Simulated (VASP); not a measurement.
A run of VASP 6.6.1 is set up as follows.

INCAR

```
ALGO = Normal
DIPOL = 0.5 0.5 0.344
EDIFF = 1E-6
ENCUT = 520
GGA = PE
IDIPOL = 3
ISIF = 2
ISMEAR = 0
ISPIN = 2
LASPH = T
LCHARG = T
LDIPOL = T
LELF = T
LMAXMIX = 4
LORBIT = 11
LREAL = F
LVACPOTAV = T
LVHAR = T
LWAVE = F
MAGMOM = 0 0 0 0 3 0 0 0
NBANDS = 44
NELM = 150
PREC = Accurate
SIGMA = 0.1
```

Contents of KPOINTS:

```
k-points
0
Gamma
  9 9 1
```

POSCAR

```
Ti3N5
1.0
    3.0028555063      0.0000000000      0.0000000000
   -1.5014277532      2.6005491524      0.0000000000
    0.0000000000      0.0000000000     24.1233847547
N Ti
5 3
Direct
    0.3333333333      0.6666666667      0.1658142106
    0.0000000000      0.0000000000      0.2674509120
    0.6666666667      0.3333333333      0.3654788005
    0.3333333333      0.6666666667      0.4611038156
    0.6666666667      0.3333333333      0.5311603195
    0.6666666667      0.3333333333      0.2166325614
    0.3333333333      0.6666666667      0.3190139885
    0.0000000000      0.0000000000      0.4290633808
```

Potentials or basis: VASP PAW PBE potentials, release 64 (N, Ti_sv).

Launch:

```console
$ cat potpaw_PBE.64/N/POTCAR potpaw_PBE.64/Ti_sv/POTCAR > POTCAR
$ mpirun -np 1 vasp_std > vasp.out
```

**Question.** Predict the site moments.

**Answer.** N -0.01, +0.00, +0.01, +0.09, +1.81; Ti +0.00, +0.14 (each value once) μB.

**Question.** Estimate the largest force.

**Answer.** 5.708 eV/Å.

**Question.** What does it give for the net moment?

**Answer.** 2.91 μB per cell.

Forces in eV/Å, atoms in the order of the input:
```
N    0.000  0.000  4.368
N    0.000  0.000  1.265
N    0.000  0.000  0.418
N    0.000  0.000 -0.422
N    0.000  0.000  0.973
Ti   0.000  0.000 -5.708
Ti   0.000  0.000 -0.068
Ti   0.000  0.000 -0.825
```
